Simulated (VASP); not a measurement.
C:

```
CELL_PARAMETERS angstrom
3.63500 0.00000 0.00000
2.80526 2.31165 0.00000
2.80526 1.00691 2.08083
ATOMIC_POSITIONS crystal
C 0.83600 0.83600 0.83600
C 0.16400 0.16400 0.16400
```

- Program: VASP 6.6.1
- Task: relaxation of cell and atoms
- Functional: PBEsol
- Potentials or basis: VASP PAW PBE potentials, release 64 (C)
- Cutoff: 600 eV
- k mesh: 8 × 8 × 8
- Occupations: fermi-dirac, width 0.1 eV
- Spin: no spin polarisation

At the start: pressure 1.4 GPa; volume 8.74 Å³/atom.

Problem. How do energy, volume and symmetry change on relaxing?

Solution. Over 8 steps the energy falls by 12.7 meV/atom and the volume is 9.00 Å³/atom (+3.0 %); space group R-3m (No. 166, to 0.1 Å) before and after.

Step by step:
| step | energy change (eV) | largest force (eV/Å) | pressure (GPa) | volume (Å³) |
| --- | --- | --- | --- | --- |
| 1 | 0.0000 | 0.8729 | 1.42 | 17.48 |
| 2 | -0.0136 | 0.5239 | -2.56 | 17.68 |
| 3 | -0.0231 | 0.0219 | -0.92 | 17.60 |
| 4 | -0.0224 | 0.0525 | 2.84 | 17.49 |
| 5 | -0.0235 | 0.0066 | 0.51 | 17.56 |
| 6 | -0.0238 | 0.0068 | 0.48 | 17.61 |
| 7 | -0.0245 | 0.0076 | 0.38 | 17.74 |
| 8 | -0.0255 | 0.0095 | 0.22 | 18.01 |

Final structure:
```yaml
crystal:
  lattice:
    - [3.71807, 0.02787, 0.01748]
    - [2.88709, 2.34297, 0.01748]
    - [2.88709, 1.03629, 2.10141]
  atoms:
    - { symbol: C, position: [0.83333, 0.83333, 0.83333] }
    - { symbol: C, position: [0.16667, 0.16667, 0.16667] }
```

Caveat: this functional lacks dispersion, which binds the layers, so the pressure and a relaxed spacing across them are unreliable; the PAW data sets were made with another functional, which shifts forces and pressure a little.
